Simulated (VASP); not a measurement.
Input of a VASP 6.6.1 run:

The input INCAR:

```
ALGO = Normal
EDIFF = 1E-6
ENCUT = 520
GGA = PE
ISIF = 2
ISMEAR = 1
LASPH = T
LCHARG = F
LREAL = F
LWAVE = F
NBANDS = 28
NELM = 100
PREC = Accurate
SIGMA = 0.025
```

Contents of KPOINTS:

```
k-points
0
Gamma
  5 5 5
```

The input POSCAR:

```
NaLa3
1.0
    5.2562870000      0.0000000000      0.0000000000
    0.0000000000      5.2562870000      0.0000000000
    0.0000000000      0.0000000000      5.2562870000
Na La
1 3
Direct
    0.0000000000      0.0000000000      0.0000000000
    0.5000000000      0.0000000000      0.5000000000
    0.0000000000      0.5000000000      0.5000000000
    0.5000000000      0.5000000000      0.0000000000
```

Potentials or basis: VASP PAW PBE potentials, release 64 (Na_pv, La).

Command:

```console
$ cat potpaw_PBE.64/Na_pv/POTCAR potpaw_PBE.64/La/POTCAR > POTCAR
$ mpirun -np 1 vasp_std > vasp.out
```

**Question.** Predict the band gap on the k mesh.

**Answer.** Zero (bands 20 and 21 overlap by 1.37 eV).

**Question.** Predict the pressure.

**Answer.** 0.3 GPa.

Caveat: spin-orbit coupling is left out, which moves the levels of the heavy elements.
